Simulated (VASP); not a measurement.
A run of VASP 6.6.1 is set up as follows.

The input POSCAR:

```
BaTiO3
1.0
    4.0720311100      0.0000000000      0.0000000000
    0.0000000000      4.0720311100      0.0000000000
    0.0000000000      0.0000000000      4.0720311100
Ba O Ti
1 3 1
Direct
    0.0000000000      0.0000000000      0.0000000000
    0.5000000000      0.5000000000      0.0000000000
    0.0000000000      0.5000000000      0.5000000000
    0.5000000000      0.0000000000      0.5000000000
    0.5000000000      0.5000000000      0.5000000000
```

File INCAR.step1:

```
SYSTEM = BaTiO3
  ALGO = Normal
  EDIFF = 1E-4
  ENCUT = 600
  GGA = PE
  ISMEAR = -1
  ISPIN = 2
  LASPH = .True.
  LCHARG = .False.
  LMAXMIX = 4
  LREAL = .False.
  LWAVE = .True.
  MAGMOM = 3 2 2 2 3
  NELM = 150
  PREC = Accurate
  SIGMA = 0.1
```

INCAR.step2

```
SYSTEM = BaTiO3
  ALGO = Normal
  EDIFF = 1E-7
  EDIFFG = -0.01
  ENCUT = 600
  IBRION = 2
  ISIF = 3
  ISMEAR = -1
  ISPIN = 2
  ISTART = 1
  LASPH = .True.
  LCHARG = .False.
  LMAXMIX = 4
  LMIXTAU = .True.
  LORBIT = 11
  LREAL = .False.
  LWAVE = .False.
  MAGMOM = 3 2 2 2 3
  METAGGA = R2SCAN
  NELM = 150
  NSW = 60
  PREC = Accurate
  SIGMA = 0.1
```

KPOINTS

```
k-points
0
Gamma
  5 5 5
  0 0 0
```

Potentials or basis: VASP PAW PBE potentials, release 64 (Ba_sv, O, Ti_sv).

Command:

```console
$ cat potpaw_PBE.64/Ba_sv/POTCAR potpaw_PBE.64/O/POTCAR potpaw_PBE.64/Ti_sv/POTCAR > POTCAR
$ cp INCAR.step1 INCAR
$ mpirun -np 1 vasp_std > vasp.out
$ cp INCAR.step2 INCAR
$ mpirun -np 1 vasp_std > vasp.out
```

Problem. What does it give for the net moment?

Solution. 0.00 μB per cell.

Problem. What does it give for the band gap on the k mesh?

Solution. 2.24 eV, indirect (least direct gap 2.28 eV).

Problem. Predict the relaxed cell.

Solution. a = 4.008 Å, b = 4.008 Å, c = 4.008 Å, α = 90.00°, β = 90.00°, γ = 90.00°.

Final structure:
```xyz
5
Lattice="4.0078 0.0000 0.0000 0.0000 4.0078 0.0000 0.0000 0.0000 4.0078" Properties=species:S:1:pos:R:3 pbc="T T T"
Ba    0.0000    0.0000    0.0000
O     2.0039    2.0039    0.0000
O     0.0000    2.0039    2.0039
O     2.0039    0.0000    2.0039
Ti    2.0039    2.0039    2.0039
```

Caveat: spin-orbit coupling is left out, which moves the levels of the heavy elements. r2SCAN opens gaps a little over a GGA but as a rule still falls short of measured ones.
